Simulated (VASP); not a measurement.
**Sc2GaS: single point with PBE**

Sc2GaS:

```
Sc Ga S
1.0
     4.96931    0.00000    0.00000
    -2.48466    4.30355    0.00000
     0.00000    0.00000    5.03133
Sc Ga S
2 1 1
Cartesian
  0.0000 2.8690 0.0000
  2.4847 1.4345 0.0000
  0.0000 0.0000 0.0000
  0.0000 0.0000 2.5157
```

The cell was generated, and may not be a known phase.

```
Program                : VASP 6.6.1
Task                   : single point
Functional             : PBE
Potentials or basis    : VASP PAW PBE potentials, release 64 (Sc_sv, Ga_d, S)
Cutoff                 : 520 eV
k mesh                 : 12 × 12 × 10
Occupations            : gaussian, width 0.1 eV
Spin                   : no spin polarisation
Dipole correction      : no
Further INCAR settings : ALGO = Fast; EDIFF = 1e-06; NBANDS = 28
```

```json
{
 "Pressure": "0.0 GPa",
 "Band gap on the k mesh": "zero (an odd number of electrons rules out a gap without spin polarisation)"
}
```

Levels at points of the mesh, in eV from the Fermi level:
| k point | band 16 | band 17 | band 18 | band 19 | band 20 | band 21 | band 22 | band 23 | band 24 | band 25 |
| --- | --- | --- | --- | --- | --- | --- | --- | --- | --- | --- |
| (0.00, 0.00, 0.00) | -4.44 | -2.96 | -2.96 | -0.46 | -0.15 | -0.15 | 0.54 | 0.54 | 0.79 | 0.79 |
| (0.50, 0.00, 0.00) | -4.43 | -4.27 | -2.94 | -1.06 | -0.64 | -0.16 | 0.10 | 0.88 | 0.98 | 1.17 |
| (0.00, 0.00, 0.50) | -2.26 | -2.26 | -1.44 | -1.44 | -0.89 | 0.27 | 0.27 | 0.45 | 0.88 | 0.88 |
| (0.50, 0.00, 0.50) | -3.20 | -2.78 | -2.63 | -0.81 | -0.52 | -0.09 | 0.37 | 0.74 | 0.85 | 1.26 |

Run time: 15 min on 1 thread of Oxide Virtual Turin-like Processor, on a shared host, peak memory 0.46 GiB.
